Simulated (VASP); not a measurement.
# Si (Fd-3m) in VASP: further runs, part 2 of 2

VASP 6.6.1. The steps go on from the part before.

## (3) Optical spectrum, r2SCAN

The input, INCAR:

```
PREC = Accurate
ENCUT = 520
EDIFF = 1E-7
ISMEAR = 0
SIGMA = 0.02
LREAL = F
LASPH = T
NELM = 100
ALGO = Normal
ISIF = 2
LWAVE = F
LCHARG = F
METAGGA = R2SCAN
LMIXTAU = T
LOPTICS = T
NBANDS = 36
NEDOS = 2000
CSHIFT = 0.1
```

The input, KPOINTS:

```
Automatic mesh
0
Gamma
  16 16 16
```

The input, POSCAR:

```
Si                                      
1.0
    0.0000000000      2.7198432608      2.7198432608
    2.7198432608      0.0000000000      2.7198432608
    2.7198432608      2.7198432608      0.0000000000
  Si            
     2
Direct
     0.7500000000000000    0.7500000000000000    0.7500000000000000
     0.5000000000000000    0.5000000000000000    0.5000000000000000
```

Potentials or basis: VASP PAW PBE potentials, release 64 (Si).

Command:

```
$ cat potpaw_PBE.64/Si/POTCAR > POTCAR
$ mpirun -np 1 vasp_std > vasp.out
```

OUTCAR:

```text
PREC = Accurate
   ENCUT = 520
   EDIFF = 1E-7
   ISMEAR = 0
   LREAL = F
   LASPH = T
   NELM = 100
   ISIF = 2
   METAGGA = R2SCAN

 ion  position               nearest neighbor table
   1  0.750  0.750  0.750-   2 2.36   2 2.36   2 2.36   2 2.36
   2  0.500  0.500  0.500-   1 2.36   1 2.36   1 2.36   1 2.36

  LATTYP: Found a face centered cubic cell.
 ALAT       =     5.4396865216

  Lattice vectors:

 A1 = (   0.0000000000,   2.7198432608,   2.7198432608)
 A2 = (   2.7198432608,   0.0000000000,   2.7198432608)
 A3 = (   2.7198432608,   2.7198432608,   0.0000000000)

Analysis of symmetry for initial positions (statically):
=====================================================================
 Subroutine PRICEL returns:
 Original cell was already a primitive cell.

 Routine SETGRP: Setting up the symmetry group for a
 face centered cubic supercell.

 Subroutine GETGRP returns: Found 48 space group operations
 (whereof 24 operations were pure point group operations)
 out of a pool of 48 trial point group operations.

The static configuration has the point symmetry T_d .
 The point group associated with its full space group is O_h .

Analysis of symmetry for dynamics (positions and initial velocities):
=====================================================================
 Subroutine PRICEL returns:
 Original cell was already a primitive cell.

 Routine SETGRP: Setting up the symmetry group for a
 face centered cubic supercell.

 Subroutine GETGRP returns: Found 48 space group operations
 (whereof 24 operations were pure point group operations)
 out of a pool of 48 trial point group operations.

The dynamic configuration has the point symmetry T_d .
 The point group associated with its full space group is O_h .

 Subroutine INISYM returns: Found 48 space group operations
 (whereof 24 operations are pure point group operations),
 and found     1 'primitive' translations

----------------------------------------------------------------------------------------

                                     Primitive cell

  volume of cell :      40.2403

  direct lattice vectors                    reciprocal lattice vectors
     0.000000000  2.719843261  2.719843261    -0.183834123  0.183834123  0.183834123
     2.719843261  0.000000000  2.719843261     0.183834123 -0.183834123  0.183834123
     2.719843261  2.719843261  0.000000000     0.183834123  0.183834123 -0.183834123

  length of vectors
     3.846439227  3.846439227  3.846439227     0.318410041  0.318410041  0.318410041

  position of ions in fractional coordinates (direct lattice)
     0.750000000  0.750000000  0.750000000
     0.500000000  0.500000000  0.500000000

  ion indices of the primitive-cell ions
[... 133 lines left out ...]
      1      -6.8038      2.00000
      2       5.6872      2.00000
      3       5.6872      2.00000
      4       5.6872      2.00000
      5       8.4434      0.00000
      6       8.4434      0.00000
[... 433 lines left out ...]
      3       5.1405      2.00000
      4       5.6187      2.00000
      5       8.5924      0.00000
      6       8.7223      0.00000
[... 8 lines left out ...]
     15      22.7925      0.00000
     16      28.0385      0.00000

 [... further k-points ...]

 [bands above 16 left out]

------------------------ aborting loop because EDIFF is reached ----------------------------------------

  FORCE on cell =-STRESS in cart. coord.  units (eV):
  Direction    XX          YY          ZZ          XY          YZ          ZX
  --------------------------------------------------------------------------------------
  -------------------------------------------------------------------------------------
  Total        0.0009705      0.0009705      0.0009705     -0.0000000      0.0000000      0.0000000
  in kB        0.0386424      0.0386424      0.0386424     -0.0000000      0.0000000      0.0000000
  external PRESSURE =       0.0386424 kB  Pullay stress =       0.0000000 kB

 VOLUME and BASIS-vectors are now :
 -----------------------------------------------------------------------------
  energy-cutoff  :      520.00
  volume of cell :       40.24
      direct lattice vectors                 reciprocal lattice vectors
     0.000000000  2.719843261  2.719843261    -0.183834123  0.183834123  0.183834123
     2.719843261  0.000000000  2.719843261     0.183834123 -0.183834123  0.183834123
     2.719843261  2.719843261  0.000000000     0.183834123  0.183834123 -0.183834123

 POSITION                                       TOTAL-FORCE (eV/Angst)
 -----------------------------------------------------------------------------------
      4.07976      4.07976      4.07976         0.000000      0.000000     -0.000000
      2.71984      2.71984      2.71984        -0.000000     -0.000000      0.000000
 -----------------------------------------------------------------------------------
    total drift:                                0.000000     -0.000000     -0.000000

  FREE ENERGIE OF THE ION-ELECTRON SYSTEM (eV)
  ---------------------------------------------------
  free  energy   TOTEN  =       -17.5504807569 eV

  energy  without entropy=      -17.5504807569  energy(sigma->0) =      -17.55048076

 electrical conductivity sigma (Mega S m-1) (frequency dependency in vasprun.xml)
  --------------------------------------------------------------------------------------
       0.000      -0.000       0.000
      -0.000       0.000       0.000
       0.000       0.000       0.000

  frequency dependent IMAGINARY DIELECTRIC FUNCTION (independent particle, no local field effects) density-density
     E(ev)      X         Y         Z        XY        YZ        ZX
  --------------------------------------------------------------------------------------------------------------
     0.00000     0.00000     0.00000     0.00000     0.00000     0.00000     0.00000
     0.68512     0.09163     0.09163     0.09163     0.00000     0.00000    -0.00000
     1.37024     0.22677     0.22677     0.22677     0.00000     0.00000    -0.00000
     2.05536     0.53435     0.53435     0.53435     0.00000     0.00000    -0.00000
     2.74047     2.71556     2.71556     2.71556     0.00000     0.00000    -0.00000
     3.42559    16.91633    16.91633    16.91633     0.00000     0.00000    -0.00000
[... 92 lines left out ...]
    67.14163     0.00019     0.00019     0.00019     0.00000     0.00000    -0.00000
    67.82674     0.00018     0.00018     0.00018     0.00000     0.00000    -0.00000

  frequency dependent      REAL DIELECTRIC FUNCTION (independent particle, no local field effects) density-density
     E(ev)        X           Y           Z          XY          YZ          ZX
  --------------------------------------------------------------------------------------------------------------
     0.00000    11.90191    11.90191    11.90191     0.00000     0.00000    -0.00000
     0.68512    12.20495    12.20495    12.20495     0.00000     0.00000    -0.00000
     1.37024    13.24782    13.24782    13.24782     0.00000     0.00000    -0.00000
     2.05536    15.65406    15.65406    15.65406     0.00000     0.00000    -0.00000
     2.74047    22.68501    22.68501    22.68501     0.00000     0.00000    -0.00000
     3.42559    22.86651    22.86651    22.86651    -0.00000     0.00000    -0.00000
[... 92 lines left out ...]
    67.14163     0.93972     0.93972     0.93972    -0.00000    -0.00000     0.00000
    67.82674     0.94098     0.94098     0.94098    -0.00000    -0.00000     0.00000

  frequency dependent IMAGINARY DIELECTRIC FUNCTION (independent particle, no local field effects) current-current
     E(ev)      X         Y         Z        XY        YZ        ZX
  --------------------------------------------------------------------------------------------------------------
     0.00000    63.62787    63.62787    63.62787    -0.00000     0.00000    -0.00000
     0.68512     3.36097     3.36097     3.36097    -0.00000     0.00000    -0.00000
     1.37024     2.01350     2.01350     2.01350    -0.00000     0.00000     0.00000
     2.05536     1.95937     1.95937     1.95937    -0.00000     0.00000     0.00000
     2.74047     4.29719     4.29719     4.29719    -0.00000     0.00000     0.00000
     3.42559    18.18221    18.18221    18.18221     0.00000     0.00000     0.00000
[... 92 lines left out ...]
    67.14163     0.00001     0.00001     0.00001    -0.00000     0.00000    -0.00000
    67.82674     0.00001     0.00001     0.00001    -0.00000     0.00000    -0.00000

  frequency dependent      REAL DIELECTRIC FUNCTION (independent particle, no local field effects) current-current
     E(ev)        X           Y           Z          XY          YZ          ZX
  --------------------------------------------------------------------------------------------------------------
     0.00000    11.87236    11.87236    11.87236    -0.00000     0.00000    -0.00000
     0.68512    12.17285    12.17285    12.17285    -0.00000     0.00000    -0.00000
     1.37024    13.20887    13.20887    13.20887    -0.00000     0.00000    -0.00000
     2.05536    15.59511    15.59511    15.59511    -0.00000     0.00000     0.00000
     2.74047    22.47665    22.47665    22.47665    -0.00000     0.00000     0.00000
     3.42559    21.87100    21.87100    21.87100    -0.00000    -0.00000    -0.00000
[... 92 lines left out ...]
    67.14163     0.93974     0.93974     0.93974     0.00000    -0.00000     0.00000
    67.82674     0.94100     0.94100     0.94100     0.00000    -0.00000     0.00000
```

OSZICAR:

```text
N       E                     dE             d eps       ncg     rms          rms(c)
DAV:   1     0.745682008808E+01    0.74568E+01   -0.28002E+03 10440   0.187E+02
DAV:   2    -0.181432245166E+02   -0.25600E+02   -0.24507E+02 12992   0.511E+01
DAV:   3    -0.187162918133E+02   -0.57307E+00   -0.56842E+00 12900   0.618E+00
DAV:   4    -0.187176746547E+02   -0.13828E-02   -0.13827E-02 12272   0.322E-01
DAV:   5    -0.187176776747E+02   -0.30200E-05   -0.30200E-05 12428   0.159E-02    0.600E+00
DAV:   6    -0.175446753375E+02    0.11730E+01   -0.85568E-02 10948   0.679E-01    0.419E+00
DAV:   7    -0.185059555704E+02   -0.96128E+00   -0.28193E-01 10748   0.920E-01    0.889E-01
DAV:   8    -0.175341747035E+02    0.97178E+00   -0.63185E-02 10524   0.572E-01    0.408E-01
DAV:   9    -0.175496717865E+02   -0.15497E-01   -0.18503E-02 11100   0.327E-01    0.550E-02
DAV:  10    -0.175504824391E+02   -0.81065E-03   -0.16033E-03 11760   0.108E-01    0.127E-01
DAV:  11    -0.175504682561E+02    0.14183E-04   -0.91115E-05 11856   0.295E-02    0.618E-02
DAV:  12    -0.175504248481E+02    0.43408E-04   -0.36433E-05 11500   0.181E-02    0.453E-03
DAV:  13    -0.175504808604E+02   -0.56012E-04   -0.18209E-05 11128   0.143E-02    0.674E-03
DAV:  14    -0.175504798846E+02    0.97583E-06   -0.28093E-06 11452   0.397E-03    0.529E-04
DAV:  15    -0.175504803836E+02   -0.49903E-06   -0.75591E-07 11516   0.267E-03    0.832E-04
DAV:  16    -0.175504808484E+02   -0.46478E-06   -0.23488E-07 11212   0.169E-03    0.625E-04
DAV:  17    -0.175504807569E+02    0.91487E-07   -0.41840E-08 11388   0.710E-04
   1 F= -.17550481E+02 E0= -.17550481E+02  d E =-.747273E-17
 imaginary and real dielectric function
```

stdout:

```text
POSCAR found type information on POSCAR Si
 POSCAR found :  1 types and       2 ions
 scaLAPACK will be used
 -----------------------------------------------------------------------------
|                                                                             |
|                                                                             |
|     You enforced a specific xc type in the INCAR file but a different       |
|     I HOPE YOU KNOW WHAT YOU ARE DOING!                                     |
|                                                                             |
 -----------------------------------------------------------------------------

 LDA part: xc-table for (None), standard interpolation
 POSCAR, INCAR and KPOINTS ok, starting setup
 FFT: planning ... GRIDC
 FFT: planning ... GRID_SOFT
 FFT: planning ... GRID
 WAVECAR not read
 entering main loop
 optical routines
 imaginary and real dielectric function
 direction            1
 direction            2
 direction            3
```

Wall time 12 min (1 thread of AMD EPYC 9R14 (Zen 4), shared host); peak memory 0.26 GiB.

Results:

```
Free energy            : -17.5505 eV
Pressure               : 0.0 GPa
Band gap on the k mesh : 0.79 eV (least direct gap 2.76 eV)
```

Levels at points of the mesh, in eV from the valence-band top:
```
           k point  band 2  band 3  band 4  band 5  band 6  band 7
(0.00, 0.00, 0.00)    0.00    0.00    0.00    2.76    2.76    2.76
(0.50, 0.00, 0.00)   -7.24   -1.27   -1.27    1.87    3.59    3.59
(0.50, 0.50, 0.00)   -8.14   -3.00   -3.00    0.93    0.93   10.84
```

Dielectric function (mean over the directions given):
| energy (eV) | real part | imaginary part |
| --- | --- | --- |
| 0.27 | 11.95 | 0.03 |
| 1.30 | 13.10 | 0.21 |
| 2.33 | 17.45 | 0.83 |
| 3.36 | 22.84 | 16.23 |
| 4.38 | 2.53 | 26.44 |
| 5.41 | -5.27 | 11.02 |
| 6.44 | -6.39 | 5.71 |
| 7.47 | -5.26 | 3.81 |
| 8.50 | -3.42 | 2.05 |
| 9.52 | -2.24 | 1.20 |
| 10.62 | -1.87 | 0.72 |
| 11.65 | -1.31 | 0.74 |
| 12.67 | -0.84 | 0.40 |
| 13.70 | -0.65 | 0.39 |
| 14.73 | -0.36 | 0.28 |
| 15.76 | -0.23 | 0.24 |
| 16.79 | -0.06 | 0.14 |
| 17.81 | 0.05 | 0.15 |
| 18.84 | 0.16 | 0.08 |
| 19.94 | 0.27 | 0.07 |

Caveat: independent-particle spectra lack excitons; the PAW data sets were made with another functional, which shifts forces and pressure a little. r2SCAN opens gaps a little over a GGA but as a rule still falls short of measured ones.
